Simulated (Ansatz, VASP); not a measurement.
**Two plane-wave programs on C**

Contents of INCAR:

```
SYSTEM = C
PREC = Accurate
ENCUT = 520
EDIFF = 1E-6
ISMEAR = 0
SIGMA = 0.05
LREAL = .FALSE.
LASPH = .TRUE.
NELM = 100
ALGO = Normal
ISIF = 2
LWAVE = .FALSE.
LCHARG = .TRUE.
GGA = PE
LELF = .TRUE.
LVHAR = .TRUE.
NBANDS = 36
```

Contents of KPOINTS:

```
regular mesh
0
G
  12 12 2
  0 0 0
```

POSCAR

```
C
1.0
    2.4701348328     -0.0462520145     -0.0462520145
   -1.2751228359      2.1623255233     -0.0169294123
   -0.2280742143     -0.2280742143     12.1805302466
C
12
Direct
    0.0000000000      0.0000000000      0.1868593266
    0.0000000000      0.0000000000      0.6868593266
    0.0000000000      0.0000000000      0.3131406734
    0.0000000000      0.0000000000      0.8131406734
    0.3333333333      0.6666666667      0.5207665411
    0.6666666667      0.3333333333      0.0207665411
    0.3333333333      0.6666666667      0.9792334589
    0.6666666667      0.3333333333      0.4792334589
    0.3333333333      0.6666666667      0.6450950823
    0.6666666667      0.3333333333      0.1450950823
    0.3333333333      0.6666666667      0.8549049177
    0.6666666667      0.3333333333      0.3549049177
```

Input for Ansatz:

```yaml
crystal:
  lattice:
    - [2.4701348328, -0.0462520145, -0.0462520145]
    - [-1.2751228359, 2.1623255233, -0.0169294123]
    - [-0.2280742143, -0.2280742143, 12.1805302466]
  atoms:
    - { symbol: C, position: [0.0, 0.0, 0.1868593266] }
    - { symbol: C, position: [0.0, 0.0, 0.6868593266] }
    - { symbol: C, position: [0.0, 0.0, 0.3131406734] }
    - { symbol: C, position: [0.0, 0.0, 0.8131406734] }
    - { symbol: C, position: [0.3333333333, 0.6666666667, 0.5207665411] }
    - { symbol: C, position: [0.6666666667, 0.3333333333, 0.0207665411] }
    - { symbol: C, position: [0.3333333333, 0.6666666667, 0.9792334589] }
    - { symbol: C, position: [0.6666666667, 0.3333333333, 0.4792334589] }
    - { symbol: C, position: [0.3333333333, 0.6666666667, 0.6450950823] }
    - { symbol: C, position: [0.6666666667, 0.3333333333, 0.1450950823] }
    - { symbol: C, position: [0.3333333333, 0.6666666667, 0.8549049177] }
    - { symbol: C, position: [0.6666666667, 0.3333333333, 0.3549049177] }
basis:
  ecutwfc: 520.0
kpoints:
  mp_grid: { grid: [12, 12, 2] }
hamiltonian:
  xc: pbe
  pseudopotentials: { kind: paw, azcp: { folder: soft_1 } }
scf:
  occupations: { method: gaussian, width: 0.05 }
output:
  forces: true
  stress: true
  eigenvalues: true
```

Change from the starting cell: equal engineering shear yz, xz and xy -0.0367, equal normal strain along x, y and z -0.0200.

Alike in both runs: task single point; functional PBE; k mesh 12 × 12 × 2; occupations gaussian, width 0.05 eV; no spin polarisation.

|  | VASP | Ansatz |
| --- | --- | --- |
| version | VASP 6.6.1 | Ansatz 0.2.0 |
| potentials or method | VASP PAW PBE potentials, release 64 (C), cutoff 520 eV | scalar-relativistic, plane waves, PAW |
| valence electrons in the cell | 48 | 48 |

|  | VASP | Ansatz | Ansatz less VASP |
| --- | --- | --- | --- |
| gap on the k mesh at the Fermi level (eV) | 3.61 | 3.62 | +0.011 |
| least direct gap on the mesh (eV) | 4.69 | 4.70 | +0.006 |
| pressure (GPa) | 31.7 | 30.8 | -0.87 |
| traceless stress, the component that is largest in VASP (GPa) | 22.97 | 22.86 | -0.101 |
| rms of the force components (eV/Å) | 0.241 | 0.233 | -0.0078 |

Atom by atom the forces differ by 0.008 eV/Å (rms over components). Both programs put the cell under a high pressure, so it lies far from rest at this level. The functional is the same, so the differences come from potentials, cutoffs and numerics.
